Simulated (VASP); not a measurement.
A run of VASP 6.6.1:

File INCAR:

```
PREC = Accurate
ENCUT = 520
EDIFF = 1E-7
ISMEAR = -1
SIGMA = 0.02
LREAL = Auto
LASPH = T
NELM = 150
ALGO = Normal
ISIF = 2
LWAVE = F
LCHARG = T
ISPIN = 2
MAGMOM = 0 0 0 0 0 0 0 0 0 0 0 0 0 0 0 0 1
LORBIT = 11
GGA = PE
LELF = T
LVHAR = T
NBANDS = 54
```

Contents of KPOINTS:

```
regular mesh
0
Gamma
  2 2 2
```

File POSCAR:

```
Si16F
1.0
    0.0000000000      5.4300000000      5.4300000000
    5.4300000000      0.0000000000      5.4300000000
    5.4300000000      5.4300000000      0.0000000000
Si F
16 1
Direct
    0.0234806630     -0.0225966851     -0.0065561694
    0.0757826888      0.0852486188      0.2058931860
   -0.0588029466      0.0039963168      0.6003314917
    0.1306629834      0.1702578269      0.5934622468
    0.0224769797      0.5155524862      0.0084438306
    0.1996316759      0.5741620626      0.1306998158
    0.0167219153      0.5408103131      0.5042173112
    0.1196408840      0.6442633517      0.6636003683
    0.4363443831      0.0521086556      0.0224953959
    0.6670810313      0.1455340700      0.0404880295
    0.4904051565     -0.0104788214      0.4354143646
    0.5849907919      0.0842357274      0.6393922652
    0.5594290976      0.5063351750     -0.0471823204
    0.6122836096      0.6733517495      0.1375690608
    0.4783977901      0.4724677716      0.5195764273
    0.6860957643      0.6076611418      0.5893186004
    0.7679926335      0.2691344383      0.2849539595
```

Potentials or basis: VASP PAW PBE potentials, release 64 (Si, F).

Launch:

```sh
$ cat potpaw_PBE.64/Si/POTCAR potpaw_PBE.64/F/POTCAR > POTCAR
$ mpirun -np 1 vasp_std > vasp.out
```

Hardware: 1 thread of Intel(R) Xeon(R) Platinum 8259CL CPU @ 2.50GHz (Skylake/Cascade Lake), on a shared host.

Estimate the wall time of this run.

Wall time 11 min on 1 thread of Intel(R) Xeon(R) Platinum 8259CL CPU @ 2.50GHz (Skylake/Cascade Lake) (shared host), peak memory 0.71 GiB. Counts: scf iterations 18, k points 8.
